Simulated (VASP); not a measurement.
A run of VASP 6.6.1 is set up as follows.

File INCAR:

```
SYSTEM = B
PREC = Accurate
ENCUT = 520
EDIFF = 1E-6
ISMEAR = -1
SIGMA = 0.1
LREAL = .False.
LASPH = .True.
NELM = 80
ALGO = Normal
ISIF = 2
LWAVE = .False.
LCHARG = .False.
GGA = RE
NBANDS = 22
```

The input KPOINTS:

```
regular mesh
0
Gamma
  9 9 9
  0 0 0
```

Contents of POSCAR:

```
B
1.0
    3.6804902202      0.0000000000      0.0000000000
    0.0000000000      3.6804902202      0.0000000000
    0.0000000000      0.0000000000      3.6804902202
B
8
Direct
    0.0000000000      1.0000000000      1.0000000000
    0.5000000000      0.5000000000      0.5000000000
    0.2500000000      1.0000000000      0.5000000000
    0.7500000000      0.0000000000      0.5000000000
    0.5000000000      0.2500000000      1.0000000000
    0.5000000000      0.7500000000      0.0000000000
    1.0000000000      0.5000000000      0.2500000000
    1.0000000000      0.5000000000      0.7500000000
```

Potentials or basis: VASP PAW PBE potentials, release 64 (B).

Launch:

```sh
$ cat potpaw_PBE.64/B/POTCAR > POTCAR
$ mpirun -np 1 vasp_std > vasp.out
```

Estimate the band gap on the k mesh.

zero (band 12 reaches 13.48 eV, above the bottom of band 13 at 9.03 eV).

Predict the pressure.

-0.6 GPa.

Caveat: the PAW data sets were made with another functional, which shifts forces and pressure a little.
